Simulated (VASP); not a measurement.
## YPt2: relaxation of cell and atoms with LDA

Crystal: YPt2.

```
Y Pt
1.0
     0.00000    3.79500    3.79500
     3.79500    0.00000    3.79500
     3.79500    3.79500    0.00000
Y Pt
2 4
Cartesian
  0.0000 0.0000 0.0000
  1.8975 1.8975 1.8975
  4.7438 4.7438 4.7438
  4.7438 2.8462 2.8462
  2.8463 2.8463 4.7438
  2.8462 4.7438 2.8463
```

```yaml
Program: VASP 6.6.1
Task: relaxation of cell and atoms
Functional: LDA
Potentials_or_basis: VASP PAW LDA potentials, release 64 (Y_sv, Pt)
Cutoff: 600 eV
k_mesh: 6 × 6 × 6
Occupations: methfessel-paxton, width 0.1 eV
Spin: no spin polarisation
Dipole_correction: no
Further_INCAR_settings: ALGO = Normal; EDIFF = 1e-07; IBRION = 2; EDIFFG = -0.01; NSW = 80; ISIF = 3
```

```json
{
  "Relaxed volume": "17.91 Å³/atom",
  "Relaxed cell": "a = 5.336 Å, b = 5.336 Å, c = 5.336 Å, α = 60.00°, β = 60.00°, γ = 60.00°",
  "Space group after relaxing (to 0.1 Å)": "Fd-3m (No. 227)",
  "Energy gained by relaxing": "3.3 meV/atom",
  "Ionic steps": "3",
  "Pressure after relaxing": "0.0 GPa",
  "Band gap on the k mesh": "zero (bands 31 and 32 overlap by 0.79 eV)"
}
```

The path:
| step | energy change (eV) | largest force (eV/Å) | pressure (GPa) | volume (Å³) |
| --- | --- | --- | --- | --- |
| 1 | 0.0000 | 0.0000 | -3.30 | 109.31 |
| 2 | 0.0760 | 0.0000 | 8.08 | 103.48 |
| 3 | -0.0198 | 0.0000 | -0.05 | 107.44 |

Final structure:
```xyz
6
Lattice="0.0000 3.7733 3.7733 3.7733 0.0000 3.7733 3.7733 3.7733 0.0000" Properties=species:S:1:pos:R:3 pbc="T T T"
Y     0.0000    0.0000    0.0000
Y     1.8866    1.8866    1.8866
Pt    4.7166    4.7166    4.7166
Pt    4.7166    2.8300    2.8300
Pt    2.8300    2.8300    4.7166
Pt    2.8300    4.7166    2.8300
```

Levels at points of the mesh, in eV from the Fermi level:
| k point | band 28 | band 29 | band 30 | band 31 | band 32 | band 33 | band 34 | band 35 |
| --- | --- | --- | --- | --- | --- | --- | --- | --- |
| (0.00, 0.00, 0.00) | -1.08 | -0.37 | -0.37 | -0.37 | 0.66 | 0.70 | 0.70 | 0.70 |
| (0.50, 0.00, 0.00) | -1.51 | -1.51 | 0.55 | 0.59 | 0.59 | 0.69 | 1.16 | 1.16 |
| (0.50, 0.50, 0.00) | -1.77 | -1.69 | -1.69 | -0.13 | -0.13 | 1.80 | 1.80 | 2.46 |

It took 9.3 min on 1 thread of Intel Xeon 8259CL (shared host), peak memory 0.33 GiB.

Caveat: spin-orbit coupling is left out, which moves the levels of the heavy elements. Zero-point motion and thermal expansion aren't in these numbers.
